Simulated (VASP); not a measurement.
# CuO (P1) in VASP: further runs

The runs below take CuO through single point, with PBE+U.

Everything below comes from runs of VASP 6.6.1. Logs are shortened: lines on timing, memory, paths and dates and some standing lists are left out, and cuts for length are marked.

## Step 1: The cell of the first run

The typed cell holds 4 atoms: a = 2.883 Å, b = 2.899 Å, c = 5.178 Å, α = 95.58°, β = 94.58°, γ = 73.84°.

## Step 2: Single point, PBE+U

INCAR

```
SYSTEM = CuO
PREC     = Accurate       ! precision mode
ENCUT    = 520            ! plane-wave cutoff, eV
EDIFF    = 1E-6           ! SCF threshold, eV
ISMEAR   = -1             ! smearing method
SIGMA    = 0.05           ! smearing width, eV
LREAL    = .FALSE.        ! projectors in reciprocal space
LASPH    = .TRUE.         ! aspherical terms in the spheres
NELM     = 150            ! most SCF steps
ALGO     = Normal         ! electronic algorithm
ISIF     = 2              ! what is computed and relaxed
LWAVE    = .FALSE.        ! write WAVECAR
LCHARG   = .FALSE.        ! write CHGCAR
LMAXMIX  = 4              ! l up to which the mixer works
LDAU     = .TRUE.         ! DFT+U
LDAUTYPE = 2            
LDAUL    = 2 -1           ! shell
LDAUU    = 4 0            ! U, eV
LDAUJ    = 0 0          
LDAUPRINT= 1            
GGA      = PE             ! functional
NBANDS   = 25             ! bands
```

KPOINTS

```
regular mesh
0
G
  10 10 5
  0 0 0
```

POSCAR

```
CuO
1.0
    2.3055752800     -1.7296126400      0.0728065900
    2.3157556600      1.7435441000      0.0481486400
   -0.7080927800     -0.0389675500      5.1290691300
Cu O
2 2
Direct
    0.0142532200      0.4796454100      0.0604322300
    0.4708797100      0.1540682100      0.4741201700
    0.5692681500      0.2960328600      0.2639427200
    0.4455989200      0.5702535100      0.7015048700
```

Potentials or basis: VASP PAW PBE potentials, release 64 (Cu, O).

On the command line:

```
> cat potpaw_PBE.64/Cu/POTCAR potpaw_PBE.64/O/POTCAR > POTCAR
> mpirun -np 1 vasp_std > vasp.out
```

OUTCAR:

```text
SYSTEM = CuO
   PREC = Accurate
   ENCUT = 520
   EDIFF = 1E-6
   ISMEAR = -1
   LREAL = .FALSE.
   LASPH = .TRUE.
   NELM = 150
   ISIF = 2
   GGA = PE

 ion  position               nearest neighbor table
   1  0.014  0.480  0.060-   3 1.82   3 1.94   4 2.36   2 2.54
   2  0.471  0.154  0.474-   3 1.28   4 1.59   4 2.17   1 2.54
   3  0.569  0.296  0.264-   2 1.28   1 1.82   1 1.94
   4  0.446  0.570  0.702-   2 1.59   2 2.17   1 2.36

  LATTYP: Found a triclinic cell.
 ALAT       =     2.8831472484
 B/A-ratio  =     3.4975557396
 C/A-ratio  =     1.2046763103
 COS(alpha) =     0.0024017744
 COS(beta)  =     0.5977220526
 COS(gamma) =     0.6909142663

  Lattice vectors:

 A1 = (   2.3055752800,  -1.7296126400,   0.0728065900)
 A2 = (   8.5345691000,  -0.0111046300,   5.3709795900)
 A3 = (  -0.0101803800,  -3.4731567400,   0.0246579500)

Analysis of symmetry for initial positions (statically):
=====================================================================
 Subroutine PRICEL returns:
 Original cell was already a primitive cell.

 Routine SETGRP: Setting up the symmetry group for a
 triclinic supercell.

 Subroutine GETGRP returns: Found  1 space group operations
 (whereof  1 operations were pure point group operations)
 out of a pool of  2 trial point group operations.

The static configuration has the point symmetry C_1 .

Analysis of symmetry for dynamics (positions and initial velocities):
=====================================================================
 Subroutine PRICEL returns:
 Original cell was already a primitive cell.

 Routine SETGRP: Setting up the symmetry group for a
 triclinic supercell.

 Subroutine GETGRP returns: Found  1 space group operations
 (whereof  1 operations were pure point group operations)
 out of a pool of  2 trial point group operations.

The dynamic configuration has the point symmetry C_1 .

 Subroutine INISYM returns: Found  1 space group operations
 (whereof  1 operations are pure point group operations),
 and found     1 'primitive' translations

----------------------------------------------------------------------------------------

                                     Primitive cell

  volume of cell :      41.3086

  direct lattice vectors                    reciprocal lattice vectors
     2.305575280 -1.729612640  0.072806590     0.216532106 -0.288360522  0.027702516
     2.315755660  1.743544100  0.048148640     0.214688209  0.287519154  0.031823141
    -0.708092780 -0.038967550  5.129069130    -0.005089015  0.001394189  0.194275181

  length of vectors
     2.883147248  2.899135836  5.177862879     0.361670254  0.360237426  0.194346823

  position of ions in fractional coordinates (direct lattice)
     0.014253220  0.479645410  0.060432230
     0.470879710  0.154068210  0.474120170
     0.569268150  0.296032860  0.263942720
     0.445598920  0.570253510  0.701504870

  ion indices of the primitive-cell ions
   primitive index   ion index
                 1           1
                 2           2
                 3           3
                 4           4

----------------------------------------------------------------------------------------

 KPOINTS: regular mesh

Automatic generation of k-mesh.
 Grid dimensions read from file:
 generate k-points for:   10   10    5

 Generating k-lattice:

  Cartesian coordinates                     Fractional coordinates (reciprocal lattice)
     0.021653211 -0.028836052  0.002770252     0.100000000 -0.000000000 -0.000000000
     0.021468821  0.028751915  0.003182314     0.000000000  0.100000000  0.000000000
    -0.001017803  0.000278838  0.038855036     0.000000000  0.000000000  0.200000000

  Length of vectors
     0.036167025  0.036023743  0.038869365

  Shift w.r.t. Gamma in fractional coordinates (k-lattice)
[... 55 lines left out ...]
   NSW    =      0    number of steps for IOM
   IBRION =     -1    ionic relax: 0-MD 1-quasi-New 2-CG
   NFREE  =      0    steps in history (QN), initial steepest desc. (CG)
   ISIF   =      2    stress and relaxation
   ISYM   =      2    0-nonsym 1-usesym 2-fastsym
   POTIM  = 0.5000    time-step for ionic-motion
   TEBEG  =    0.0;   TEEND  =   0.0 temperature during run
   PSTRESS=    0.0 pullay stress
   NELECT =      34.0000    total number of electrons
   NUPDOWN=      -1.0000    fix difference up-down
   EMIN   =  10.00;   EMAX   =-10.00  energy-range for DOS
   EFERMI =   0.00;   METHOD = LEGACY
   ISMEAR =    -1;   SIGMA  =   0.05  broadening in eV -4-tet -1-fermi 0-gaus
   EFERMI_NEDOS =   21; number of points for ismear=-14 and -15
   IALGO  =     38    algorithm
   IMIX   =      4    mixing-type and parameters
     AMIX     =   0.40;   BMIX     =  1.00
     AMIX_MAG =   1.60;   BMIX_MAG =  1.00
  volume/ion in A,a.u.               =      10.33        69.69
  Fermi-wavevector in a.u.,A,eV,Ry     =   1.534220  2.899256 32.025825  2.353832
  Thomas-Fermi vector in A             =   2.641178
   LORBIT       =      0    0 simple, 1 ext, 2 COOP (PROOUT), +10 PAW based schemes
 LDA+U is selected, type is set to LDAUTYPE =  2
   angular momentum for each species LDAUL =     2   -1
   U (eV)           for each species LDAUU =   4.0  0.0
   J (eV)           for each species LDAUJ =   0.0  0.0
   GGA     = PE    functional components
   LHFCALC =     F    Hartree Fock is set to
   AEXX    =    0.0000 exact exchange contribution
   IVDW    =     0    specifies the selected vdW correction
   LEPSILON=     F    determine dielectric tensor
   LRPA    =     F    only Hartree local field effects (RPA)
 non-spin polarized calculation
  energy-cutoff  :      520.00
  volume of cell :       41.31
 maximum number of plane-waves:      1136
 NGX is ok and might be reduce to    24
   NGX = 11   NGY = 11   NGZ = 19

atom =   1  type =  1  l = 2

 onsite density matrix

spin component  1

  0.9423 -0.0096 -0.0014  0.0021 -0.0098
 -0.0096  0.9442  0.0037  0.0143 -0.0139
 -0.0014  0.0037  0.9409 -0.0066  0.0044
  0.0021  0.0143 -0.0066  0.9410  0.0197
 -0.0098 -0.0139  0.0044  0.0197  0.9403

spin component  2

  0.9423 -0.0096 -0.0014  0.0021 -0.0098
 -0.0096  0.9442  0.0037  0.0143 -0.0139
 -0.0014  0.0037  0.9409 -0.0066  0.0044
  0.0021  0.0143 -0.0066  0.9410  0.0197
 -0.0098 -0.0139  0.0044  0.0197  0.9403

 occupancies and eigenvectors

  o =  0.9039  v =  0.2916  0.4825 -0.2040 -0.5483  0.5831  0.0000  0.0000  0.0000  0.0000  0.0000      0.0000  0.0000  0.0000  0.0000  0.0000  0.0000  0.0000  0.0000  0.0000  0.0000
  o =  0.9039  v =  0.0000  0.0000  0.0000  0.0000  0.0000  0.2916  0.4825 -0.2040 -0.5483  0.5831      0.0000  0.0000  0.0000  0.0000  0.0000  0.0000  0.0000  0.0000  0.0000  0.0000
  o =  0.9386  v =  0.0000  0.0000  0.0000  0.0000  0.0000  0.6254  0.1282  0.7305  0.2353  0.0580      0.0000  0.0000  0.0000  0.0000  0.0000  0.0000  0.0000  0.0000  0.0000  0.0000
  o =  0.9386  v =  0.6254  0.1282  0.7305  0.2353  0.0580  0.0000  0.0000  0.0000  0.0000  0.0000      0.0000  0.0000  0.0000  0.0000  0.0000  0.0000  0.0000  0.0000  0.0000  0.0000
  o =  0.9474  v = -0.6088 -0.0480  0.6493 -0.4159  0.1803  0.0000  0.0000  0.0000  0.0000  0.0000      0.0000  0.0000  0.0000  0.0000  0.0000  0.0000  0.0000  0.0000  0.0000  0.0000
  o =  0.9474  v =  0.0000  0.0000  0.0000  0.0000  0.0000 -0.6088 -0.0480  0.6493 -0.4159  0.1803      0.0000  0.0000  0.0000  0.0000  0.0000  0.0000  0.0000  0.0000  0.0000  0.0000
  o =  0.9563  v = -0.1982  0.8265  0.0508  0.0477 -0.5222  0.0000  0.0000  0.0000  0.0000  0.0000      0.0000  0.0000  0.0000  0.0000  0.0000  0.0000  0.0000  0.0000  0.0000  0.0000
  o =  0.9563  v =  0.0000  0.0000  0.0000  0.0000  0.0000 -0.1982  0.8265  0.0508  0.0477 -0.5222      0.0000  0.0000  0.0000  0.0000  0.0000  0.0000  0.0000  0.0000  0.0000  0.0000
  o =  0.9626  v =  0.0000  0.0000  0.0000  0.0000  0.0000  0.3375 -0.2556  0.0235 -0.6847 -0.5928      0.0000  0.0000  0.0000  0.0000  0.0000  0.0000  0.0000  0.0000  0.0000  0.0000
  o =  0.9626  v =  0.3375 -0.2556  0.0235 -0.6847 -0.5928  0.0000  0.0000  0.0000  0.0000  0.0000      0.0000  0.0000  0.0000  0.0000  0.0000  0.0000  0.0000  0.0000  0.0000  0.0000

atom =   2  type =  1  l = 2

 onsite density matrix

spin component  1

  0.9874 -0.0212 -0.0145 -0.0009  0.0013
 -0.0212  0.9641 -0.0054 -0.0737  0.0198
 -0.0145 -0.0054  1.0235 -0.0268 -0.0039
 -0.0009 -0.0737 -0.0268  0.9077  0.0162
  0.0013  0.0198 -0.0039  0.0162  0.9767

spin component  2

  0.9874 -0.0212 -0.0145 -0.0009  0.0013
 -0.0212  0.9641 -0.0054 -0.0737  0.0198
 -0.0145 -0.0054  1.0235 -0.0268 -0.0039
 -0.0009 -0.0737 -0.0268  0.9077  0.0162
  0.0013  0.0198 -0.0039  0.0162  0.9767

 occupancies and eigenvectors

  o =  0.8472  v =  0.1057  0.5559  0.1421  0.7917 -0.1812  0.0000  0.0000  0.0000  0.0000  0.0000      0.0000  0.0000  0.0000  0.0000  0.0000  0.0000  0.0000  0.0000  0.0000  0.0000
  o =  0.8472  v =  0.0000  0.0000  0.0000  0.0000  0.0000  0.1057  0.5559  0.1421  0.7917 -0.1812      0.0000  0.0000  0.0000  0.0000  0.0000  0.0000  0.0000  0.0000  0.0000  0.0000
  o =  0.9777  v = -0.1599 -0.1566  0.1872  0.3053  0.9065  0.0000  0.0000  0.0000  0.0000  0.0000      0.0000  0.0000  0.0000  0.0000  0.0000  0.0000  0.0000  0.0000  0.0000  0.0000
  o =  0.9777  v =  0.0000  0.0000  0.0000  0.0000  0.0000 -0.1599 -0.1566  0.1872  0.3053  0.9065      0.0000  0.0000  0.0000  0.0000  0.0000  0.0000  0.0000  0.0000  0.0000  0.0000
  o =  0.9797  v =  0.0000  0.0000  0.0000  0.0000  0.0000 -0.8912 -0.2201 -0.1885  0.2522 -0.2412      0.0000  0.0000  0.0000  0.0000  0.0000  0.0000  0.0000  0.0000  0.0000  0.0000
  o =  0.9797  v = -0.8912 -0.2201 -0.1885  0.2522 -0.2412  0.0000  0.0000  0.0000  0.0000  0.0000      0.0000  0.0000  0.0000  0.0000  0.0000  0.0000  0.0000  0.0000  0.0000  0.0000
  o =  1.0138  v =  0.0000  0.0000  0.0000  0.0000  0.0000 -0.2031  0.6779 -0.5792 -0.2776  0.2944      0.0000  0.0000  0.0000  0.0000  0.0000  0.0000  0.0000  0.0000  0.0000  0.0000
  o =  1.0138  v = -0.2031  0.6779 -0.5792 -0.2776  0.2944  0.0000  0.0000  0.0000  0.0000  0.0000      0.0000  0.0000  0.0000  0.0000  0.0000  0.0000  0.0000  0.0000  0.0000  0.0000
  o =  1.0409  v =  0.3575 -0.3980 -0.7575  0.3734  0.0249  0.0000  0.0000  0.0000  0.0000  0.0000      0.0000  0.0000  0.0000  0.0000  0.0000  0.0000  0.0000  0.0000  0.0000  0.0000
  o =  1.0409  v =  0.0000  0.0000  0.0000  0.0000  0.0000  0.3575 -0.3980 -0.7575  0.3734  0.0249      0.0000  0.0000  0.0000  0.0000  0.0000  0.0000  0.0000  0.0000  0.0000  0.0000

 number of electron      33.9999990 magnetization

 Free energy of the ion-electron system (eV)
  ---------------------------------------------------
  ext. energy  EPLUGINS =         0.00000000
  ---------------------------------------------------
  free energy    TOTEN  =        -8.20618045 eV

  energy without entropy =       -8.18849374  energy(sigma->0) =       -8.19733710

 E-fermi :   5.5088     XC(G=0): -11.5833

 val. band max:        5.5076573965   @ k =   0.4000   0.2000   0.4000
 cond. band min:       5.5097847835   @ k =  -0.3000   0.1000   0.4000
 fundamental gap:      0.0021273869
 Fermi energy:         5.5088371253

 k-point     1 :       0.0000    0.0000    0.0000
  band No.  band energies     occupation
      1     -16.7971      2.00000
      2     -13.2631      2.00000
      3      -4.7949      2.00000
      4      -4.2783      2.00000
      5      -3.7415      2.00000
      6      -1.5904      2.00000
[... 661 lines left out ...]
     24      18.0427      0.00000
     25      20.8580      0.00000

 [... further k-points ...]
[... 5 lines left out ...]
  --------------------------------------------------------------------------------------
  -------------------------------------------------------------------------------------
  Total       19.6772631      6.2399508     39.0838967      2.0959577      0.2622177    -17.3821115
  in kB      763.1940541    242.0201086   1515.8915816     81.2929324     10.1702666   -674.1752694
  external PRESSURE =     840.3685814 kB  Pullay stress =       0.0000000 kB

 VOLUME and BASIS-vectors are now :
 -----------------------------------------------------------------------------
  energy-cutoff  :      520.00
  volume of cell :       41.31
      direct lattice vectors                 reciprocal lattice vectors
     2.305575280 -1.729612640  0.072806590     0.216532106 -0.288360522  0.027702516
     2.315755660  1.743544100  0.048148640     0.214688209  0.287519154  0.031823141
    -0.708092780 -0.038967550  5.129069130    -0.005089015  0.001394189  0.194275181

 POSITION                                       TOTAL-FORCE (eV/Angst)
 -----------------------------------------------------------------------------------
      1.10081      0.80928      0.33409         0.007391      1.166866     -3.180989
      1.10671     -0.56429      2.47350       -23.304416     -6.308023     27.974012
      1.81113     -0.47875      1.40948        20.187828      1.951814    -30.132019
      1.85120      0.19621      3.65797         3.109197      3.189343      5.338995
 -----------------------------------------------------------------------------------
    total drift:                                0.001380     -0.000815     -0.004413

  FREE ENERGIE OF THE ION-ELECTRON SYSTEM (eV)
  ---------------------------------------------------
  free  energy   TOTEN  =        -8.2061804529 eV

  energy  without entropy=       -8.1884937373  energy(sigma->0) =       -8.19733710
```

Wall time 6.4 min (1 thread of AMD EPYC 7R43 (Zen 3), shared host); peak memory 0.29 GiB.

What came out:

| Item | Value |
| --- | --- |
| Free energy | -8.2062 eV |
| Pressure | 84.0 GPa |
| Largest force | 36.952 eV/Å |
| Band gap on the k mesh | zero (band 17 reaches 5.74 eV, above the bottom of band 18 at 5.28 eV) |

Forces in eV/Å, atoms in the order of the input:
```
Cu    0.007   1.167  -3.181
Cu  -23.304  -6.308  27.974
O    20.188   1.952 -30.132
O     3.109   3.189   5.339
```

Eigenvalues of the final occupation matrices:
```csv
site,spin,trace,eigenvalues
site 1 d,1,4.71,0.90 0.94 0.95 0.96 0.96
site 1 d,2,4.71,0.90 0.94 0.95 0.96 0.96
site 2 d,1,4.86,0.85 0.98 0.98 1.01 1.04
site 2 d,2,4.86,0.85 0.98 0.98 1.01 1.04
```

Caveat: U without spin polarisation on a metal has little footing; forces of over 1 eV/Å act on the atoms, so gaps and moduli don't describe the material at rest.

## Step 3: Single point, PBE+U

INCAR

```
ALGO     = Normal         # electronic algorithm
EDIFF    = 1E-6           # SCF threshold, eV
ENCUT    = 520            # plane-wave cutoff, eV
GGA      = PE             # functional
ISIF     = 2              # what is computed and relaxed
ISMEAR   = -1             # smearing method
LASPH    = True           # aspherical terms in the spheres
LCHARG   = False          # write CHGCAR
LDAU     = True           # DFT+U
LDAUJ    = 0 0          
LDAUL    = 2 -1           # shell
LDAUPRINT= 1            
LDAUTYPE = 2            
LDAUU    = 1 0            # U, eV
LMAXMIX  = 4              # l up to which the mixer works
LREAL    = False          # projectors in reciprocal space
LWAVE    = False          # write WAVECAR
NBANDS   = 25             # bands
NELM     = 150            # most SCF steps
PREC     = Accurate       # precision mode
SIGMA    = 0.05           # smearing width, eV
```

KPOINTS

```
k-points
0
Gamma
  10 10 5
```

POSCAR is that of step 2.

Potentials or basis: VASP PAW PBE potentials, release 64 (Cu, O).

On the command line:

```
> cat potpaw_PBE.64/Cu/POTCAR potpaw_PBE.64/O/POTCAR > POTCAR
> mpirun -np 1 vasp_std > vasp.out
```

It took 2.9 min on 1 thread of AMD EPYC 9R45 (Zen 5), shared host; peak memory 0.3 GiB.

It converged, with:

* Free energy: -9.5302 eV
* Pressure: 91.3 GPa
* Largest force: 38.987 eV/Å
* Band gap on the k mesh: zero (band 17 reaches 6.07 eV, above the bottom of band 18 at 5.60 eV)

Forces in eV/Å, atoms in the order of the input:
```
Cu    0.039   1.214  -3.399
Cu  -24.682  -6.762  29.412
O    21.288   2.014 -32.240
O     3.355   3.534   6.227
```

Stress tensor (GPa, compression positive):
```
 81.13   9.29 -70.59
  9.29  27.08   2.32
-70.59   2.32 165.74
```

Levels at points of the mesh, in eV from the Fermi level:
| k point | band 15 | band 16 | band 17 | band 18 | band 19 | band 20 |
| --- | --- | --- | --- | --- | --- | --- |
| (0.00, 0.00, 0.00) | -1.76 | -0.34 | 0.18 | 0.27 | 1.46 | 6.33 |
| (0.50, 0.00, 0.00) | -2.03 | -1.63 | 0.07 | 0.54 | 4.10 | 5.72 |
| (0.00, 0.50, 0.00) | -1.61 | -1.26 | -0.04 | 0.27 | 4.80 | 5.60 |
| (0.50, 0.50, 0.00) | -1.85 | -1.60 | -1.16 | 0.91 | 3.84 | 6.61 |

Eigenvalues of the final occupation matrices:
```tsv
site	spin	trace	eigenvalues
site 1 d	1	4.65	0.88 0.93 0.94 0.95 0.96
site 1 d	2	4.65	0.88 0.93 0.94 0.95 0.96
site 2 d	1	4.80	0.85 0.97 0.97 1.00 1.02
site 2 d	2	4.80	0.85 0.97 0.97 1.00 1.02
```

Caveat: U without spin polarisation on a metal has little footing; forces of over 1 eV/Å act on the atoms, so gaps and moduli don't describe the material at rest.

## Step 4: Single point, PBE+U

INCAR

```
SYSTEM = CuO
ALGO = Normal
EDIFF = 1E-6
ENCUT = 520
GGA = PE
ISIF = 2
ISMEAR = -1
LASPH = .True.
LCHARG = .True.
LDAU = .True.
LDAUJ = 0 0
LDAUL = 2 -1
LDAUPRINT = 1
LDAUTYPE = 2
LDAUU = 2 0
LELF = .True.
LMAXMIX = 4
LREAL = .False.
LVHAR = .True.
LWAVE = .False.
NBANDS = 25
NELM = 150
PREC = Accurate
SIGMA = 0.05
```

KPOINTS

```
k-points
0
Gamma
  10 10 5
  0 0 0
```

POSCAR is that of step 3.

On the command line:

```
> cat potpaw_PBE.64/Cu/POTCAR potpaw_PBE.64/O/POTCAR > POTCAR
> mpirun -np 1 vasp_std > vasp.out
```

Run time: 2.7 min. Hardware: 1 thread of AMD EPYC 9R45 (Zen 5), shared host; peak memory 0.3 GiB.

The run converged. Its results:

```
Free energy            : -9.0532 eV
Pressure               : 89.0 GPa
Largest force          : 38.341 eV/Å
Band gap on the k mesh : zero (band 17 reaches 5.96 eV, above the bottom of band 18 at 5.49 eV)
```

Forces in eV/Å, atoms in the order of the input:
```
Cu    0.029   1.197  -3.328
Cu  -24.245  -6.617  28.955
O    20.942   1.997 -31.571
O     3.275   3.423   5.945
```

Stress tensor (GPa, compression positive):
```
 79.61   8.93 -69.60
  8.93  26.15   1.90
-69.60   1.90 161.22
```

Levels at points of the mesh, in eV from the Fermi level:
```csv
k point,band 13,band 14,band 15,band 16,band 17,band 18,band 19,band 20,band 21,band 22
"(0.00, 0.00, 0.00)",-2.54,-2.02,-1.77,-0.35,0.20,0.27,1.51,6.42,6.79,12.51
"(0.50, 0.00, 0.00)",-2.55,-2.35,-2.12,-1.69,0.04,0.57,4.24,5.84,6.43,10.05
"(0.00, 0.50, 0.00)",-2.55,-2.24,-1.70,-1.25,-0.03,0.29,4.92,5.74,7.02,9.26
"(0.50, 0.50, 0.00)",-2.46,-2.33,-1.89,-1.68,-1.20,0.93,3.97,6.75,8.04,9.33
```

Eigenvalues of the final occupation matrices:
| site | spin | trace | eigenvalues |
| --- | --- | --- | --- |
| site 1 d | 1 | 4.67 | 0.89 0.93 0.94 0.95 0.96 |
| site 1 d | 2 | 4.67 | 0.89 0.93 0.94 0.95 0.96 |
| site 2 d | 1 | 4.82 | 0.85 0.97 0.97 1.00 1.02 |
| site 2 d | 2 | 4.82 | 0.85 0.97 0.97 1.00 1.02 |

Caveat: U without spin polarisation on a metal has little footing; forces of over 1 eV/Å act on the atoms, so gaps and moduli don't describe the material at rest.

## Step 5: Summary

| U | gap on the mesh (eV) | pressure (GPa) | largest force (eV/Å) |
| --- | --- | --- | --- |
| Cu d U = 4.0 eV | none | 84.0 | 36.95 |
| Cu d U = 1.0 eV | none | 91.3 | 38.99 |
| Cu d U = 2.0 eV | none | 89.0 | 38.34 |

Alike in all rows: task single point; level PBE+U; potentials or basis VASP PAW PBE potentials, release 64 (Cu, O); no spin polarisation; cell as given; k mesh 10 × 10 × 5; cutoff (eV) 520; smearing fermi-dirac 0.05 eV.

Every run on the cell as given and a fine mesh finds a metal.

Caveats: U without spin polarisation on a metal has little footing; forces of over 1 eV/Å act on the atoms, so gaps and moduli don't describe the material at rest.

Total energies depend on the potentials used, so only differences within one code and one set of settings carry meaning.
